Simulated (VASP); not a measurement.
# CaSe in VASP: single point with r2SCAN

Aim: the single point of CaSe with r2SCAN.

Program: VASP 6.6.1. These are calculated values, not measurements. Logs are shortened: lines on timing, memory, paths and dates and some standing lists are left out, and cuts for length are marked.

### 1 The cell of the first run

The typed cell holds 4 atoms: a = 5.004 Å, b = 5.004 Å, c = 5.878 Å, α = 90.00°, β = 90.00°, γ = 120.00°.

### 2 Single point, r2SCAN

Contents of POSCAR:

```
CaSe
1.0
    5.0042064082      0.0000000000      0.0000000000
   -2.5021032041      4.3337698753      0.0000000000
    0.0000000000      0.0000000000      5.8782880696
Ca Se
2 2
Direct
    0.3333333333      0.6666666667      0.9350135626
    0.6666666667      0.3333333333      0.4350135626
    0.3333333333      0.6666666667      0.4349864374
    0.6666666667      0.3333333333      0.9349864374
```

Contents of INCAR.step1:

```
SYSTEM = CaSe
PREC = Accurate
ENCUT = 520
ISMEAR = 0
SIGMA = 0.02
LREAL = .FALSE.
LASPH = .TRUE.
NELM = 60
NBANDS = 24
GGA = PE
ALGO = Normal
EDIFF = 1E-4
LWAVE = .TRUE.
LCHARG = .FALSE.
```

Contents of INCAR.step2:

```
SYSTEM = CaSe
PREC = Accurate
ENCUT = 520
EDIFF = 1E-7
ISMEAR = 0
SIGMA = 0.02
LREAL = .FALSE.
LASPH = .TRUE.
NELM = 60
ALGO = Normal
ISIF = 2
LWAVE = .FALSE.
LCHARG = .FALSE.
METAGGA = R2SCAN
LMIXTAU = .TRUE.
NBANDS = 24
ISTART = 1
```

Contents of KPOINTS:

```
regular mesh
0
G
  6 6 4
  0 0 0
```

Potentials or basis: VASP PAW PBE potentials, release 64 (Ca_sv, Se).

Launch:

```bash
cat potpaw_PBE.64/Ca_sv/POTCAR potpaw_PBE.64/Se/POTCAR > POTCAR
cp INCAR.step1 INCAR
mpirun -np 1 vasp_std > vasp.out
cp INCAR.step2 INCAR
mpirun -np 1 vasp_std > vasp.out
```

OUTCAR:

```text
SYSTEM = CaSe
   PREC = Accurate
   ENCUT = 520
   EDIFF = 1E-7
   ISMEAR = 0
   LREAL = .FALSE.
   LASPH = .TRUE.
   NELM = 60
   ISIF = 2
   METAGGA = R2SCAN
   ISTART = 1

 ion  position               nearest neighbor table
   1  0.333  0.667  0.935-   4 2.89   4 2.89   4 2.89   3 2.94   3 2.94
   2  0.667  0.333  0.435-   3 2.89   3 2.89   3 2.89   4 2.94   4 2.94
   3  0.333  0.667  0.435-   2 2.89   2 2.89   2 2.89   1 2.94   1 2.94
   4  0.667  0.333  0.935-   1 2.89   1 2.89   1 2.89   2 2.94   2 2.94

  LATTYP: Found a hexagonal cell.
 ALAT       =     5.0042064082
 C/A-ratio  =     1.1746693861

  Lattice vectors:

 A1 = (   5.0042064082,   0.0000000000,   0.0000000000)
 A2 = (  -2.5021032041,   4.3337698753,   0.0000000000)
 A3 = (   0.0000000000,   0.0000000000,   5.8782880696)

Analysis of symmetry for initial positions (statically):
=====================================================================
 Subroutine PRICEL returns:
 Original cell was already a primitive cell.

 Routine SETGRP: Setting up the symmetry group for a
 hexagonal supercell.

 Subroutine GETGRP returns: Found 12 space group operations
 (whereof  6 operations were pure point group operations)
 out of a pool of 24 trial point group operations.

The static configuration has the point symmetry C_3v.
 The point group associated with its full space group is C_6v.

Analysis of symmetry for dynamics (positions and initial velocities):
=====================================================================
 Subroutine PRICEL returns:
 Original cell was already a primitive cell.

 Routine SETGRP: Setting up the symmetry group for a
 hexagonal supercell.

 Subroutine GETGRP returns: Found 12 space group operations
 (whereof  6 operations were pure point group operations)
 out of a pool of 24 trial point group operations.

The dynamic configuration has the point symmetry C_3v.
 The point group associated with its full space group is C_6v.

 Subroutine INISYM returns: Found 12 space group operations
 (whereof  6 operations are pure point group operations),
 and found     1 'primitive' translations

----------------------------------------------------------------------------------------

                                     Primitive cell

  volume of cell :     127.4829

[... 85 lines left out ...]
   LASPH  =      T    aspherical Exc in radial PAW
   ENCUT  =  520.0 eV  38.22 Ry    6.18 a.u.   9.30  9.30 10.93*2*pi/ulx,y,z
   NELM   =     60;   NELMIN=  2; NELMDL=  0     # of ELM steps
   EDIFF  = 0.1E-06   stopping-criterion for ELM
   LREAL  =      F    real-space projection
   EDIFFG = 0.1E-05   stopping-criterion for IOM
   NSW    =      0    number of steps for IOM
   IBRION =     -1    ionic relax: 0-MD 1-quasi-New 2-CG
   NFREE  =      0    steps in history (QN), initial steepest desc. (CG)
   ISIF   =      2    stress and relaxation
   ISYM   =      2    0-nonsym 1-usesym 2-fastsym
   POTIM  = 0.5000    time-step for ionic-motion
   TEBEG  =    0.0;   TEEND  =   0.0 temperature during run
   PSTRESS=    0.0 pullay stress
   NELECT =      32.0000    total number of electrons
   NUPDOWN=      -1.0000    fix difference up-down
   EMIN   =  10.00;   EMAX   =-10.00  energy-range for DOS
   EFERMI =   0.00;   METHOD = LEGACY
   ISMEAR =     0;   SIGMA  =   0.02  broadening in eV -4-tet -1-fermi 0-gaus
   EFERMI_NEDOS =   21; number of points for ismear=-14 and -15
   IALGO  =     38    algorithm
   IMIX   =      4    mixing-type and parameters
     AMIX     =   0.40;   BMIX     =  1.00
     AMIX_MAG =   1.60;   BMIX_MAG =  1.00
  volume/ion in A,a.u.               =      31.87       215.07
  Fermi-wavevector in a.u.,A,eV,Ry     =   1.032700  1.951520 14.510196  1.066469
  Thomas-Fermi vector in A             =   2.166911
   LORBIT       =      0    0 simple, 1 ext, 2 COOP (PROOUT), +10 PAW based schemes
   METAGGA = R2SCAN    functional components
   LHFCALC =     F    Hartree Fock is set to
   AEXX    =    0.0000 exact exchange contribution
   IVDW    =     0    specifies the selected vdW correction
   LEPSILON=     F    determine dielectric tensor
   LRPA    =     F    only Hartree local field effects (RPA)
 non-spin polarized calculation
 Gauss-broadening in eV      SIGMA  =   0.02
  energy-cutoff  :      520.00
  volume of cell :      127.48
 maximum number of plane-waves:      3460
 NGX is ok and might be reduce to    40
   NGX = 19   NGY = 19   NGZ = 21

 number of electron      32.0000001 magnetization

 Free energy of the ion-electron system (eV)
  ---------------------------------------------------
  ext. energy  EPLUGINS =         0.00000000
  ---------------------------------------------------
  free energy    TOTEN  =       -51.36331553 eV

  energy without entropy =      -51.36331553  energy(sigma->0) =      -51.36331553

 E-fermi :   1.0895     XC(G=0):  -8.4493

 val. band max:        0.9097637679   @ k =   0.0000   0.0000   0.0000
 cond. band min:       3.8019842798   @ k =   0.3333   0.3333   0.0000
 fundamental gap:      2.8922205119
 Fermi energy:         1.0894882924

 k-point     1 :       0.0000    0.0000    0.0000
  band No.  band energies     occupation
      1     -40.5339      2.00000
      2     -40.5256      2.00000
      3     -20.6989      2.00000
      4     -20.6989      2.00000
      5     -20.6951      2.00000
      6     -20.6702      2.00000
[... 556 lines left out ...]
     23       7.0941      0.00000
     24       7.0941      0.00000

------------------------ aborting loop because EDIFF is reached ----------------------------------------

  FORCE on cell =-STRESS in cart. coord.  units (eV):
  Direction    XX          YY          ZZ          XY          YZ          ZX
  --------------------------------------------------------------------------------------
  -------------------------------------------------------------------------------------
  Total        0.1657352      0.1657352      0.1471374      0.0000000      0.0000000     -0.0000000
  in kB        2.0829241      2.0829241      1.8491906      0.0000000      0.0000000     -0.0000000
  external PRESSURE =       2.0050129 kB  Pullay stress =       0.0000000 kB

 VOLUME and BASIS-vectors are now :
 -----------------------------------------------------------------------------
  energy-cutoff  :      520.00
  volume of cell :      127.48
      direct lattice vectors                 reciprocal lattice vectors
     5.004206408  0.000000000  0.000000000     0.199831885  0.115372993  0.000000000
    -2.502103204  4.333769875  0.000000000     0.000000000  0.230745985  0.000000000
     0.000000000  0.000000000  5.878288070     0.000000000  0.000000000  0.170117556

 POSITION                                       TOTAL-FORCE (eV/Angst)
 -----------------------------------------------------------------------------------
     -0.00000      2.88918      5.49628         0.000000      0.000000      0.000231
      2.50210      1.44459      2.55714        -0.000000     -0.000000      0.000231
     -0.00000      2.88918      2.55698        -0.000000      0.000000     -0.000231
      2.50210      1.44459      5.49612         0.000000     -0.000000     -0.000231
 -----------------------------------------------------------------------------------
    total drift:                               -0.000000      0.000000      0.012071

  FREE ENERGIE OF THE ION-ELECTRON SYSTEM (eV)
  ---------------------------------------------------
  free  energy   TOTEN  =       -51.3633155271 eV

  energy  without entropy=      -51.3633155271  energy(sigma->0) =      -51.36331553
```

OSZICAR.step1:

```text
N       E                     dE             d eps       ncg     rms          rms(c)
DAV:   1     0.265650223707E+03    0.26565E+03   -0.14866E+04  1008   0.119E+03
DAV:   2     0.112223940375E+01   -0.26453E+03   -0.25421E+03  1152   0.325E+02
DAV:   3    -0.179472549715E+02   -0.19069E+02   -0.18919E+02  1648   0.721E+01
DAV:   4    -0.191242467982E+02   -0.11770E+01   -0.11739E+01  1688   0.160E+01
DAV:   5    -0.191604876732E+02   -0.36241E-01   -0.36239E-01  1432   0.192E+00    0.611E+00
DAV:   6    -0.185665069260E+02    0.59398E+00   -0.10515E+00  1352   0.351E+00    0.369E+00
DAV:   7    -0.184835182335E+02    0.82989E-01   -0.50960E-01  1488   0.296E+00    0.123E+00
DAV:   8    -0.184951796482E+02   -0.11661E-01   -0.64935E-02  1304   0.141E+00    0.205E-01
DAV:   9    -0.184972302671E+02   -0.20506E-02   -0.58003E-03  1328   0.438E-01    0.151E-01
DAV:  10    -0.184996883420E+02   -0.24581E-02   -0.32729E-03  1296   0.277E-01    0.505E-02
DAV:  11    -0.184997793626E+02   -0.91021E-04   -0.92679E-04  1392   0.181E-01
   1 F= -.18499779E+02 E0= -.18499779E+02  d E =-.170905E-52
```

It took 2.2 min on 1 thread of Intel Xeon 6975P-C (Granite Rapids), shared host; peak memory 0.31 GiB.

Results:

| Quantity | Value |
| --- | --- |
| Free energy | -51.3633 eV |
| Pressure | 0.2 GPa |
| Band gap on the k mesh | 2.89 eV (least direct gap 3.04 eV) |

Caveat: the PAW data sets were made with another functional, which shifts forces and pressure a little. A k mesh can miss the band edges.
